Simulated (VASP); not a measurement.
# Li4Nb4O11 (a cell with a defect) in VASP: a series of runs

The runs below take Li4Nb4O11 (a cell with a defect) through single point, with PBE.

Everything below comes from runs of VASP 6.6.1. Logs are shortened: lines on timing, memory, paths and dates and some standing lists are left out, and cuts for length are marked.

## 1. The cell of the first run

The cell holds a defect, 19 atoms: a = 5.223 Å, b = 5.499 Å, c = 7.584 Å, α = 94.07°, β = 90.00°, γ = 90.00°.

## 2. Single point, PBE (atom 18 moved 0.500 of the way to it and +0.700 Å across, host rigid)

Contents of INCAR:

```
SYSTEM = Li4Nb4O11
ALGO = Normal
EDIFF = 1E-6
ENCUT = 520
GGA = PE
ISIF = 2
ISMEAR = 0
LASPH = .True.
LCHARG = .False.
LREAL = Auto
LWAVE = .False.
NBANDS = 80
NELECT = 128.0
NELM = 60
PREC = Accurate
SIGMA = 0.05
```

Contents of KPOINTS:

```
k-points
0
Gamma
  4 4 4
  0 0 0
```

Contents of POSCAR:

```
Li4Nb4O11
1.0
    5.2231019317      0.0000000000      0.0000000000
    0.0000000000      3.0155593063     -4.5984613597
    0.0000000000      6.0311186126      4.5984613597
Li Nb O
4 4 11
Direct
    0.0000000000      0.5000000000      0.2500000000
    0.5000000000      0.0000000000      0.7500000000
    0.0000000000      0.5000000000      0.7500000000
    0.5000000000      0.0000000000      0.2500000000
    0.5000000000      0.5000000000      0.5000000000
    0.0000000000      0.0000000000      0.0000000000
    0.0000000000      0.0000000000      0.5000000000
    0.5000000000      0.5000000000      0.0000000000
    0.8803293659      0.0000000000      0.2500000000
    0.3803293659      0.5000000000      0.7500000000
    0.8098353170      0.6901646830      0.9401646830
    0.8098353170      0.3098353170      0.5598353170
    0.3098353170      0.8098353170      0.0598353170
    0.1196706341      0.0000000000      0.7500000000
    0.6196706341      0.5000000000      0.2500000000
    0.6901646830      0.8098353170      0.5598353170
    0.1901646830      0.3098353170      0.0598353170
    0.3806856291      0.9119465283      0.4401646830
    0.6901646830      0.1901646830      0.9401646830
```

Potentials or basis: VASP PAW PBE potentials, release 64 (Li_sv, Nb_sv, O).

The run is started by

```sh
$ cat potpaw_PBE.64/Li_sv/POTCAR potpaw_PBE.64/Nb_sv/POTCAR potpaw_PBE.64/O/POTCAR > POTCAR
$ mpirun -np 1 vasp_std > vasp.out
```

OUTCAR:

```text
SYSTEM = Li4Nb4O11
   EDIFF = 1E-6
   ENCUT = 520
   GGA = PE
   ISIF = 2
   ISMEAR = 0
   LASPH = .True.
   LREAL = Auto
   NELECT = 128.0
   NELM = 60
   PREC = Accurate

 ion  position               nearest neighbor table
   1  0.000  0.500  0.250-  15 1.99  17 1.99
   2  0.500  0.000  0.750-  14 1.99  16 1.99  19 1.99
   3  0.000  0.500  0.750-  10 1.99  11 1.99  12 1.99
   4  0.500  0.000  0.250-  18 1.67   9 1.99  13 1.99
   5  0.500  0.500  0.500-  12 2.00  16 2.00  15 2.00  10 2.00  18 2.42
   6  0.000  0.000  0.000-  13 2.00  19 2.00  17 2.00  11 2.00   9 2.00  14 2.00
   7  0.000  0.000  0.500-  16 2.00  12 2.00  14 2.00   9 2.00  18 2.09
   8  0.500  0.500  0.000-  11 2.00  17 2.00  13 2.00  19 2.00  10 2.00  15 2.00
   9  0.880  0.000  0.250-   4 1.99   6 2.00   7 2.00
  10  0.380  0.500  0.750-   3 1.99   5 2.00   8 2.00
  11  0.810  0.690  0.940-   3 1.99   8 2.00   6 2.00
  12  0.810  0.310  0.560-   3 1.99   5 2.00   7 2.00
  13  0.310  0.810  0.060-   4 1.99   6 2.00   8 2.00
  14  0.120  0.000  0.750-   2 1.99   6 2.00   7 2.00
  15  0.620  0.500  0.250-   1 1.99   5 2.00   8 2.00
  16  0.690  0.810  0.560-  18 1.96   2 1.99   7 2.00   5 2.00
  17  0.190  0.310  0.060-   1 1.99   8 2.00   6 2.00
  18  0.381  0.912  0.440-   4 1.67  16 1.96   7 2.09   5 2.42
  19  0.690  0.190  0.940-   2 1.99   6 2.00   8 2.00

  LATTYP: Found a simple monoclinic cell.
 ALAT       =     5.4990403532
 B/A-ratio  =     0.9498206225
 C/A-ratio  =     1.3791878824
 COS(beta)  =    -0.0709408676

  Lattice vectors:

 A1 = (   0.0000000000,   3.0155593063,  -4.5984613597)
 A2 = (  -5.2231019317,   0.0000000000,   0.0000000000)
 A3 = (   0.0000000000,   6.0311186126,   4.5984613597)

Analysis of symmetry for initial positions (statically):
=====================================================================
 Subroutine PRICEL returns:
 Original cell was already a primitive cell.

 Routine SETGRP: Setting up the symmetry group for a
 simple monoclinic supercell.

 Subroutine GETGRP returns: Found  1 space group operations
 (whereof  1 operations were pure point group operations)
 out of a pool of  4 trial point group operations.

The static configuration has the point symmetry C_1 .

Analysis of symmetry for dynamics (positions and initial velocities):
=====================================================================
[... 147 lines left out ...]
   NSW    =      0    number of steps for IOM
   IBRION =     -1    ionic relax: 0-MD 1-quasi-New 2-CG
   NFREE  =      0    steps in history (QN), initial steepest desc. (CG)
   ISIF   =      2    stress and relaxation
   ISYM   =      2    0-nonsym 1-usesym 2-fastsym
   POTIM  = 0.5000    time-step for ionic-motion
   TEBEG  =    0.0;   TEEND  =   0.0 temperature during run
   PSTRESS=    0.0 pullay stress
   NELECT =     128.0000    total number of electrons
   NUPDOWN=      -1.0000    fix difference up-down
   EMIN   =  10.00;   EMAX   =-10.00  energy-range for DOS
   EFERMI =   0.00;   METHOD = LEGACY
   ISMEAR =     0;   SIGMA  =   0.05  broadening in eV -4-tet -1-fermi 0-gaus
   EFERMI_NEDOS =   21; number of points for ismear=-14 and -15
   IALGO  =     38    algorithm
   IMIX   =      4    mixing-type and parameters
     AMIX     =   0.40;   BMIX     =  1.00
     AMIX_MAG =   1.60;   BMIX_MAG =  1.00
  volume/ion in A,a.u.               =      11.44        77.17
  Fermi-wavevector in a.u.,A,eV,Ry     =   1.372360  2.593385 25.624837  1.883372
  Thomas-Fermi vector in A             =   2.497974
   LORBIT       =      0    0 simple, 1 ext, 2 COOP (PROOUT), +10 PAW based schemes
   GGA     = PE    functional components
   LHFCALC =     F    Hartree Fock is set to
   AEXX    =    0.0000 exact exchange contribution
   IVDW    =     0    specifies the selected vdW correction
   LEPSILON=     F    determine dielectric tensor
   LRPA    =     F    only Hartree local field effects (RPA)
 non-spin polarized calculation
 Gauss-broadening in eV      SIGMA  =   0.05
  energy-cutoff  :      520.00
  volume of cell :      217.29
 maximum number of plane-waves:      5888
 NGX is ok and might be reduce to    40
   NGX = 19   NGY = 21   NGZ = 29

 number of electron     127.9999973 magnetization

 Free energy of the ion-electron system (eV)
  ---------------------------------------------------
  ext. energy  EPLUGINS =         0.00000000
  ---------------------------------------------------
  free energy    TOTEN  =      -156.72535895 eV

  energy without entropy =     -156.72535869  energy(sigma->0) =     -156.72535882

 E-fermi :   4.3120     XC(G=0): -10.3327

 val. band max:        4.1620532932   @ k =   0.5000   0.5000   0.5000
 cond. band min:       4.4620146840   @ k =   0.5000   0.2500   0.5000
 fundamental gap:      0.2999613907
 Fermi energy:         4.3119936940

 k-point     1 :       0.0000    0.0000    0.0000
  band No.  band energies     occupation
      1     -52.4288      2.00000
      2     -51.4360      2.00000
      3     -50.6902      2.00000
      4     -50.5575      2.00000
      5     -40.2403      2.00000
      6     -39.1655      2.00000
[... 1885 lines left out ...]
     75       8.1594      0.00000
     76       8.2238      0.00000

 [... further k-points ...]

 [bands above 76 left out]

------------------------ aborting loop because EDIFF is reached ----------------------------------------

  FORCE on cell =-STRESS in cart. coord.  units (eV):
  Direction    XX          YY          ZZ          XY          YZ          ZX
  --------------------------------------------------------------------------------------
  -------------------------------------------------------------------------------------
  Total      -23.6440073    -21.4711222    -24.6309448      2.6448559      2.1800602      2.6172189
  in kB     -174.3417878   -158.3197712   -181.6190844     19.5021473     16.0749231     19.2983626
  external PRESSURE =    -171.4268811 kB  Pullay stress =       0.0000000 kB

 VOLUME and BASIS-vectors are now :
 -----------------------------------------------------------------------------
  energy-cutoff  :      520.00
  volume of cell :      217.29
      direct lattice vectors                 reciprocal lattice vectors
     5.223101932  0.000000000  0.000000000     0.191457110  0.000000000  0.000000000
     0.000000000  3.015559306 -4.598461360     0.000000000  0.110537814 -0.144976029
     0.000000000  6.031118613  4.598461360     0.000000000  0.110537814  0.072488014

 POSITION                                       TOTAL-FORCE (eV/Angst)
 -----------------------------------------------------------------------------------
      0.00000      3.01556     -1.14962        -0.550734     -1.053735     -0.689175
      2.61155      4.52334      3.44885        -0.095331      0.317734      0.305377
      0.00000      6.03112      1.14962        -0.256888      0.705698      0.493378
      2.61155      1.50778      1.14962         0.742590     -1.636120     -1.342288
      2.61155      4.52334      0.00000         4.673364      2.470215     -1.660995
      0.00000      0.00000      0.00000        -0.030596     -0.506269     -0.077925
[... 11 lines left out ...]
      1.98836      5.40471     -2.16947        -6.458431      0.757630     -0.063726
      3.60480      6.24370      3.44885        -0.067672      0.214070     -0.250494
 -----------------------------------------------------------------------------------
    total drift:                                0.001542     -0.000189     -0.002287

  FREE ENERGIE OF THE ION-ELECTRON SYSTEM (eV)
  ---------------------------------------------------
  free  energy   TOTEN  =      -156.7253589503 eV

  energy  without entropy=     -156.7253586887  energy(sigma->0) =     -156.72535882
```

stdout:

```text
POSCAR found type information on POSCAR LiNbO
 POSCAR found :  3 types and      19 ions
 scaLAPACK will be used
 LDA part: xc-table for (Slater+PW92), standard interpolation
 POSCAR, INCAR and KPOINTS ok, starting setup
 FFT: planning ... GRIDC
 FFT: planning ... GRID_SOFT
 FFT: planning ... GRID
 WAVECAR not read
 entering main loop
 the old and the new charge density differ
 old charge density:   130.00000 new  128.00000
    0.367E+01
```

Wall time 13 min (1 thread of Intel Xeon 6975P-C (Granite Rapids), shared host); peak memory 0.52 GiB.

Results:

```
Free energy   : -156.7254 eV
Largest force : 6.503 eV/Å
```

Forces in eV/Å, atoms in the order of the input:
```
Li  -0.551 -1.054 -0.689
Li  -0.095  0.318  0.305
Li  -0.257  0.706  0.493
Li   0.743 -1.636 -1.342
Nb   4.673  2.470 -1.661
Nb  -0.031 -0.506 -0.078
Nb  -0.061  0.213  0.989
Nb   0.290  0.133 -0.151
O    0.703  1.486  1.317
O   -0.332 -2.884 -1.820
O   -0.261  0.027  0.109
O   -0.527 -0.278 -1.009
O   -0.041 -0.343  0.242
O   -0.407 -1.082 -0.937
O   -1.013  1.685  2.110
O    3.590 -0.700  2.304
O    0.102  0.474  0.132
O   -6.458  0.758 -0.064
O   -0.068  0.214 -0.250
```

Levels at points of the mesh, in eV from the Fermi level:
```csv
k point,band 60,band 61,band 62,band 63,band 64,band 65,band 66,band 67,band 68,band 69
"(0.00, 0.00, 0.00)",-1.13,-0.60,-0.54,-0.50,-0.31,0.64,1.01,1.31,1.47,2.01
"(0.50, 0.00, 0.00)",-1.19,-1.04,-0.55,-0.47,-0.32,0.25,1.31,1.54,1.82,2.41
"(0.00, 0.50, 0.00)",-1.19,-1.11,-0.67,-0.55,-0.51,0.79,1.34,1.69,2.07,2.36
"(0.50, 0.50, 0.00)",-1.17,-1.12,-0.99,-0.97,-0.31,0.23,1.27,1.30,1.55,2.11
"(0.00, 0.00, 0.50)",-1.06,-0.58,-0.51,-0.43,-0.35,0.61,1.00,1.80,2.01,2.27
"(0.50, 0.00, 0.50)",-0.93,-0.79,-0.54,-0.46,-0.16,0.21,1.59,1.80,1.97,2.70
"(0.00, 0.50, 0.50)",-0.96,-0.82,-0.58,-0.52,-0.48,0.79,1.72,1.72,2.17,2.60
"(0.50, 0.50, 0.50)",-1.15,-1.12,-1.07,-0.93,-0.15,0.18,1.40,1.82,2.05,2.58
```

Caveat: the cell carries a net charge on a neutralising background, which shifts energy and pressure; the cell differs from its parent crystal (atom 18 moved 0.500 of the way to it and +0.700 Å across, host rigid); the cell is charged against a uniform background, so pressure and absolute levels hang on convention; the cutoff is under 1.25 times the usual one of these potentials, so pressure, stress and relaxed cells hold a basis-set (Pulay) error.

(Continued in part 2 of 2.)
